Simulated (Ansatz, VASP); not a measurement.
**One calculation of CuRh2, two programs**

```
Cu Rh
1.0
     0.00000    2.65980    2.65980
     2.65980    0.00000    2.65980
     2.65980    2.65980    0.00000
Cu Rh
1 2
Direct
  0.00000 0.00000 0.00000
  0.25000 0.25000 0.25000
  0.75000 0.75000 0.75000
```

Alike in both runs: task relaxation of cell and atoms; functional PBE; k mesh 6 × 6 × 6; occupations gaussian, width 0.1 eV; no spin polarisation.

|  | VASP | Ansatz |
| --- | --- | --- |
| version | VASP 6.6.1 | Ansatz 0.2.0 |
| potentials or method | VASP PAW PBE potentials, release 64 (Cu, Rh_pv), cutoff 600 eV | scalar-relativistic, plane waves, PAW |
| valence electrons in the cell | 41 | 53 |

VASP gave:

* gap on the k mesh at the Fermi level, each at its own relaxed structure (eV): none
* relaxed volume (Å³/atom): 15.36
* relaxed cell length with the largest relative difference (Å): 4.024

Task: What did Ansatz give for the same quantities?

Result: gap on the k mesh at the Fermi level, each at its own relaxed structure (eV): none; relaxed volume (Å³/atom): 15.32; relaxed cell length with the largest relative difference (Å): 4.020.

A gap of «none» marks a metal or a gap that the smearing closes. VASP's potentials hold 41 valence electrons a cell and Ansatz's 53, so a difference there can come from the potentials and not from the codes.

Noted on VASP's run: the volume moved by over 15 % at a fixed basis, so the end points are rough.
